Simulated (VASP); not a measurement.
# Mg3SO3 in VASP: notebook

Mg3SO3 is run at these levels: PBE; tasks: single point.

Everything below comes from runs of VASP 6.6.1. Logs are shortened: lines on timing, memory, paths and dates and some standing lists are left out, and cuts for length are marked.

## (1) The cell of the first run

The cell holds a slab with vacuum, 7 atoms: a = 3.009 Å, b = 3.009 Å, c = 19.780 Å, α = 90.00°, β = 90.00°, γ = 90.00°.

## (2) Single point, PBE, collinear spin

Contents of INCAR:

```
ALGO = Normal
DIPOL = 0.5 0.5 0.348
EDIFF = 1E-6
ENCUT = 520
GGA = PE
IDIPOL = 3
ISIF = 2
ISMEAR = 0
ISPIN = 2
LASPH = T
LCHARG = F
LDIPOL = T
LORBIT = 11
LREAL = F
LWAVE = F
MAGMOM = 0 0 0 0 0 0 2
NBANDS = 28
NELM = 150
PREC = Accurate
SIGMA = 0.05
```

Contents of KPOINTS:

```
k-points
0
Gamma
  9 9 1
```

Contents of POSCAR:

```
Mg3SO3
1.0
    3.0085896345      0.0000000000      0.0000000000
    0.0000000000      3.0085896345      0.0000000000
    0.0000000000      0.0000000000     19.7799623498
Mg O S
3 3 1
Direct
    0.5000000000      0.5000000000      0.2022248541
    0.0000000000      0.0000000000      0.3100331121
    0.5000000000      0.5000000000      0.4161289127
    0.0000000000      0.0000000000      0.2022248541
    0.5000000000      0.5000000000      0.3095409237
    0.0000000000      0.0000000000      0.4186035445
    0.0000000000      0.0000000000      0.5759574733
```

Potentials or basis: VASP PAW PBE potentials, release 64 (Mg, O, S).

Launch:

```sh
$ cat potpaw_PBE.64/Mg/POTCAR potpaw_PBE.64/O/POTCAR potpaw_PBE.64/S/POTCAR > POTCAR
$ mpirun -np 1 vasp_std > vasp.out
```

OUTCAR:

```text
EDIFF = 1E-6
   ENCUT = 520
   GGA = PE
   ISIF = 2
   ISMEAR = 0
   ISPIN = 2
   LASPH = T
   LORBIT = 11
   LREAL = F
   NELM = 150
   PREC = Accurate

 ion  position               nearest neighbor table
   1  0.500  0.500  0.202-   5 2.12   4 2.13   4 2.13   4 2.13   4 2.13   2 3.01   2 3.01   2 3.01
                             2 3.01
   2  0.000  0.000  0.310-   5 2.13   5 2.13   5 2.13   5 2.13   4 2.13   6 2.15   3 2.99   3 2.99
                             3 2.99   3 2.99   1 3.01   1 3.01   1 3.01   1 3.01
   3  0.500  0.500  0.416-   5 2.11   6 2.13   6 2.13   6 2.13   6 2.13   2 2.99   2 2.99   2 2.99
                             2 2.99
   4  0.000  0.000  0.202-   1 2.13   1 2.13   1 2.13   1 2.13   2 2.13
   5  0.500  0.500  0.310-   3 2.11   1 2.12   2 2.13   2 2.13   2 2.13   2 2.13
   6  0.000  0.000  0.419-   3 2.13   3 2.13   3 2.13   3 2.13   2 2.15
   7  0.000  0.000  0.576-

  LATTYP: Found a simple tetragonal cell.
 ALAT       =     3.0085896345
 C/A-ratio  =     6.5744966090

  Lattice vectors:

 A1 = (   3.0085896345,   0.0000000000,   0.0000000000)
 A2 = (   0.0000000000,   3.0085896345,   0.0000000000)
 A3 = (   0.0000000000,   0.0000000000,  19.7799623498)

Analysis of symmetry for initial positions (statically):
=====================================================================
 Subroutine PRICEL returns:
 Original cell was already a primitive cell.

 Routine SETGRP: Setting up the symmetry group for a
 simple tetragonal supercell.

 Subroutine GETGRP returns: Found  8 space group operations
 (whereof  8 operations were pure point group operations)
 out of a pool of 16 trial point group operations.

The static configuration has the point symmetry C_4v.

Analysis of symmetry for dynamics (positions and initial velocities):
=====================================================================
 Subroutine PRICEL returns:
 Original cell was already a primitive cell.

 Routine SETGRP: Setting up the symmetry group for a
 simple tetragonal supercell.

 Subroutine GETGRP returns: Found  8 space group operations
 (whereof  8 operations were pure point group operations)
 out of a pool of 16 trial point group operations.

The dynamic configuration has the point symmetry C_4v.

Analysis of structural, dynamic, and magnetic symmetry:
=====================================================================
 Subroutine PRICEL returns:
 Original cell was already a primitive cell.

 Routine SETGRP: Setting up the symmetry group for a
 simple tetragonal supercell.

 Subroutine GETGRP returns: Found  8 space group operations
 (whereof  8 operations were pure point group operations)
 out of a pool of 16 trial point group operations.

The overall configuration has the point symmetry C_4v.

 Subroutine INISYM returns: Found  8 space group operations
 (whereof  8 operations are pure point group operations),
 and found     1 'primitive' translations

----------------------------------------------------------------------------------------

                                     Primitive cell

  volume of cell :     179.0405

  direct lattice vectors                    reciprocal lattice vectors
     3.008589634  0.000000000  0.000000000     0.332381654  0.000000000  0.000000000
     0.000000000  3.008589634  0.000000000     0.000000000  0.332381654  0.000000000
     0.000000000  0.000000000 19.779962350     0.000000000  0.000000000  0.050556214

  length of vectors
     3.008589634  3.008589634 19.779962350     0.332381654  0.332381654  0.050556214

  position of ions in fractional coordinates (direct lattice)
     0.500000000  0.500000000  0.202224854
     0.000000000  0.000000000  0.310033112
     0.500000000  0.500000000  0.416128913
     0.000000000  0.000000000  0.202224854
     0.500000000  0.500000000  0.309540924
     0.000000000  0.000000000  0.418603545
     0.000000000  0.000000000  0.575957473
[... 56 lines left out ...]
   total plane-waves  NPLWV =  86400
   dimension x,y,z NGX =    24 NGY =   24 NGZ =  150
   dimension x,y,z NGXF=    48 NGYF=   48 NGZF=  300
   ions per type =               3   3   1
   NGX,Y,Z   is equivalent  to a cutoff of  13.26, 13.26, 12.61 a.u.
   NGXF,Y,Z  is equivalent  to a cutoff of  26.52, 26.52, 25.21 a.u.
 SYSTEM =  unknown system
   PREC   = accura    normal or accurate (medium, high low for compatibility)
   ISTART =      0    job   : 0-new  1-cont  2-samecut
   ICHARG =      2    charge: 1-file 2-atom 10-const
   ISPIN  =      2    spin polarized calculation?
   LNONCOLLINEAR =      F non collinear calculations
   LSORBIT =      F    spin-orbit coupling
   LASPH  =      T    aspherical Exc in radial PAW
   ENCUT  =  520.0 eV  38.22 Ry    6.18 a.u.   5.59  5.59 36.78*2*pi/ulx,y,z
   NELM   =    150;   NELMIN=  2; NELMDL= -5     # of ELM steps
   EDIFF  = 0.1E-05   stopping-criterion for ELM
   LREAL  =      F    real-space projection
   EDIFFG = 0.1E-04   stopping-criterion for IOM
   NSW    =      0    number of steps for IOM
   IBRION =     -1    ionic relax: 0-MD 1-quasi-New 2-CG
   NFREE  =      0    steps in history (QN), initial steepest desc. (CG)
   ISIF   =      2    stress and relaxation
   ISYM   =      2    0-nonsym 1-usesym 2-fastsym
   POTIM  = 0.5000    time-step for ionic-motion
   TEBEG  =    0.0;   TEEND  =   0.0 temperature during run
   PSTRESS=    0.0 pullay stress
   NELECT =      30.0000    total number of electrons
   NUPDOWN=      -1.0000    fix difference up-down
   EMIN   =  10.00;   EMAX   =-10.00  energy-range for DOS
   EFERMI =   0.00;   METHOD = LEGACY
   ISMEAR =     0;   SIGMA  =   0.05  broadening in eV -4-tet -1-fermi 0-gaus
   EFERMI_NEDOS =   21; number of points for ismear=-14 and -15
   IALGO  =     38    algorithm
   IMIX   =      4    mixing-type and parameters
     AMIX     =   0.40;   BMIX     =  1.00
     AMIX_MAG =   1.60;   BMIX_MAG =  1.00
  volume/ion in A,a.u.               =      25.58       172.60
  Fermi-wavevector in a.u.,A,eV,Ry     =   0.902537  1.705547 11.082928  0.814572
  Thomas-Fermi vector in A             =   2.025752
   LORBIT       =     11    0 simple, 1 ext, 2 COOP (PROOUT), +10 PAW based schemes
   GGA     = PE    functional components
   LHFCALC =     F    Hartree Fock is set to
   AEXX    =    0.0000 exact exchange contribution
   IVDW    =     0    specifies the selected vdW correction
   LEPSILON=     F    determine dielectric tensor
   LRPA    =     F    only Hartree local field effects (RPA)
 spin polarized calculation
 Gauss-broadening in eV      SIGMA  =   0.05
  energy-cutoff  :      520.00
  volume of cell :      179.04
 maximum number of plane-waves:      4849
 NGX is ok and might be reduce to    24
   NGX = 11   NGY = 11   NGZ = 73

 dipolmoment           0.000000      0.000000     -0.027893 electrons x Angstroem

 number of electron      30.0000003 magnetization       0.6604172

 dipolmoment           0.000000      0.000000      0.122954 electrons x Angstroem

 Free energy of the ion-electron system (eV)
  ---------------------------------------------------
  ext. energy  EPLUGINS =         0.00000000
  ---------------------------------------------------
  free energy    TOTEN  =       -37.17339652 eV

  energy without entropy =      -37.17205361  energy(sigma->0) =      -37.17272507

 E-fermi :  -1.3331     XC(G=0):  -5.5790

 val. band max:       -1.3622543749   @ k =   0.3333   0.1111   0.0000
 cond. band min:      -1.2142182334   @ k =   0.4444   0.0000   0.0000
 fundamental gap:      0.1480361415
 Fermi energy:        -1.3330856640

 spin component 1

 k-point     1 :       0.0000    0.0000    0.0000
  band No.  band energies     occupation
      1     -18.7683      1.00000
      2     -18.0087      1.00000
      3     -17.6223      1.00000
      4     -13.8781      1.00000
      5      -5.3437      1.00000
      6      -4.2988      1.00000
[... 439 lines left out ...]
     26       9.0630      0.00000
     27       9.7668      0.00000
 Fermi energy:        -1.3330856640

 spin component 2

 k-point     1 :       0.0000    0.0000    0.0000
  band No.  band energies     occupation
      1     -18.7505      1.00000
      2     -17.9671      1.00000
      3     -17.5531      1.00000
      4     -13.3869      1.00000
      5      -5.2968      1.00000
      6      -4.0244      1.00000
[... 439 lines left out ...]
     26       9.1193      0.00000
     27       9.8079      0.00000
 [bands above 27 left out]

------------------------ aborting loop because EDIFF is reached ----------------------------------------

 vacuum level on the upper side and lower side of the slab       (xc-potential included)         1.196        -1.197

  FORCE on cell =-STRESS in cart. coord.  units (eV):
  Direction    XX          YY          ZZ          XY          YZ          ZX
  --------------------------------------------------------------------------------------
  -------------------------------------------------------------------------------------
  Total       -6.7978383     -6.7978383     -0.1181905      0.0000000      0.0000000      0.0000000
  in kB      -60.8317122    -60.8317122     -1.0576499      0.0000000      0.0000000      0.0000000
  external PRESSURE =     -40.9070247 kB  Pullay stress =       0.0000000 kB

 VOLUME and BASIS-vectors are now :
 -----------------------------------------------------------------------------
  energy-cutoff  :      520.00
  volume of cell :      179.04
      direct lattice vectors                 reciprocal lattice vectors
     3.008589634  0.000000000  0.000000000     0.332381654  0.000000000  0.000000000
     0.000000000  3.008589634  0.000000000     0.000000000  0.332381654  0.000000000
     0.000000000  0.000000000 19.779962350     0.000000000  0.000000000  0.050556214

 POSITION                                       TOTAL-FORCE (eV/Angst)
 -----------------------------------------------------------------------------------
      1.50429      1.50429      4.00000        -0.000000      0.000000      0.451606
      0.00000      0.00000      6.13244         0.000000      0.000000     -0.043578
      1.50429      1.50429      8.23101         0.000000      0.000000      0.457936
      0.00000      0.00000      4.00000        -0.000000      0.000000     -0.429605
      1.50429      1.50429      6.12271         0.000000     -0.000000      0.008710
      0.00000      0.00000      8.27996         0.000000      0.000000     -0.443036
      0.00000      0.00000     11.39242         0.000000      0.000000     -0.002034
 -----------------------------------------------------------------------------------
    total drift:                                0.000000      0.000000     -0.001037

  FREE ENERGIE OF THE ION-ELECTRON SYSTEM (eV)
  ---------------------------------------------------
  free  energy   TOTEN  =       -37.1733965242 eV

  energy  without entropy=      -37.1720536134  energy(sigma->0) =      -37.17272507

 vacuum level on the upper side and lower side of the slab         5.274         2.818

 total charge

# of ion       s       p       d       tot
------------------------------------------
    1        0.141   0.150   0.062   0.352
    2        0.147   0.171   0.073   0.391
    3        0.138   0.150   0.062   0.350
    4        1.543   3.492   0.000   5.034
    5        1.543   3.543   0.000   5.086
    6        1.547   3.479   0.000   5.026
    7        1.415   2.026   0.000   3.441
--------------------------------------------------
tot          6.474  13.009   0.197  19.680

 magnetization (x)

# of ion       s       p       d       tot
------------------------------------------
    1       -0.000   0.000  -0.000  -0.000
    2        0.000   0.001   0.001   0.002
    3       -0.001  -0.001  -0.000  -0.002
    4       -0.000   0.001   0.000   0.001
    5       -0.000   0.005   0.000   0.005
    6        0.002   0.071   0.000   0.073
    7        0.011   0.346   0.000   0.356
--------------------------------------------------
tot          0.012   0.422   0.000   0.435
```

It took 1.9 min on 1 thread of Intel Xeon 6975P-C (Granite Rapids), shared host; peak memory 0.4 GiB.

What came out:

| Property | Result |
| --- | --- |
| Free energy | -37.1734 eV |
| Largest force | 0.458 eV/Å |
| Net moment | 0.66 μB per cell |
| Site moments | Mg -0.00, +0.00 (each value once); O +0.00, +0.01, +0.07; S +0.36 μB |
| Valence electrons inside the program's atomic spheres | Mg 0.35, 0.39 (each value once); O 5.03, 5.09 (each value once); S 3.44 |

Forces in eV/Å, atoms in the order of the input:
```
Mg   0.000  0.000  0.452
Mg   0.000  0.000 -0.044
Mg   0.000  0.000  0.458
O    0.000  0.000 -0.430
O    0.000  0.000  0.009
O    0.000  0.000 -0.443
S    0.000  0.000 -0.002
```

Caveat: a moment this small can come from the mesh or the smearing.

[end of part 1 of 2]
